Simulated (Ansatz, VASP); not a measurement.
Two plane-wave programs on MoS2

File INCAR:

```
SYSTEM = MoS2
ALGO = Normal ; EDIFF = 1E-7
ENCUT = 520 ; GGA = PE
ISIF = 2 ; ISMEAR = 0
IVDW = 12 ; LASPH = .TRUE.
LCHARG = .FALSE. ; LREAL = .FALSE.
LWAVE = .FALSE. ; NBANDS = 35
NELM = 80 ; PREC = Accurate
SIGMA = 0.05
```

KPOINTS

```
k-points
0
G
  12 12 4
  0 0 0
```

File POSCAR:

```
MoS2
1.0
    3.1493479319      0.0000000000      0.0000000000
   -1.5746739660      2.7274153144      0.0000000000
    0.0000000000      0.0000000000     12.7490000000
Mo S
2 4
Direct
    0.6666666667      0.3333333333      0.2501439769
    0.3333333333      0.6666666667      0.7498560231
    0.3333333333      0.6666666667      0.3795985159
    0.6666666667      0.3333333333      0.8793132861
    0.3333333333      0.6666666667      0.1206867139
    0.6666666667      0.3333333333      0.6204014841
```

Input for Ansatz:

```yaml
crystal:
  lattice:
    - [3.1493479319, 0.0, 0.0]
    - [-1.574673966, 2.7274153144, 0.0]
    - [0.0, 0.0, 12.749]
  atoms:
    - { symbol: Mo, position: [0.6666666667, 0.3333333333, 0.2501439769] }
    - { symbol: Mo, position: [0.3333333333, 0.6666666667, 0.7498560231] }
    - { symbol: S, position: [0.3333333333, 0.6666666667, 0.3795985159] }
    - { symbol: S, position: [0.6666666667, 0.3333333333, 0.8793132861] }
    - { symbol: S, position: [0.3333333333, 0.6666666667, 0.1206867139] }
    - { symbol: S, position: [0.6666666667, 0.3333333333, 0.6204014841] }
basis:
  ecutwfc: 420
kpoints:
  mp_grid: { grid: [12, 12, 4] }
hamiltonian:
  xc: pbe
  pseudopotentials: { kind: paw, azcp: { folder: soft_1 } }
  dispersion: d3bj
scf:
  occupations: { method: gaussian, width: 0.05 }
output:
  forces: true
  stress: true
  eigenvalues: true
```

Alike in both runs: task single point; functional PBE; dispersion D3(BJ); k mesh 12 × 12 × 4; occupations gaussian, width 0.05 eV; no spin polarisation.

|  | VASP | Ansatz |
| --- | --- | --- |
| version | VASP 6.6.1 | Ansatz 0.2.0 |
| potentials or method | VASP PAW PBE potentials, release 64 (Mo_sv, S), cutoff 520 eV | scalar-relativistic, plane waves, PAW |
| valence electrons in the cell | 52 | 52 |

```csv
,VASP,Ansatz,Ansatz less VASP
gap on the k mesh at the Fermi level (eV),1.02,1.01,-0.012
least direct gap on the mesh (eV),1.83,1.83,-0.003
pressure (GPa),-7.9,-7.8,+0.10
"traceless stress, the component that is largest in VASP (GPa)",-6.86,-6.83,+0.030
rms of the force components (eV/Å),0.649,0.645,-0.0041
```

Atom by atom the forces differ by 0.004 eV/Å (rms over components).
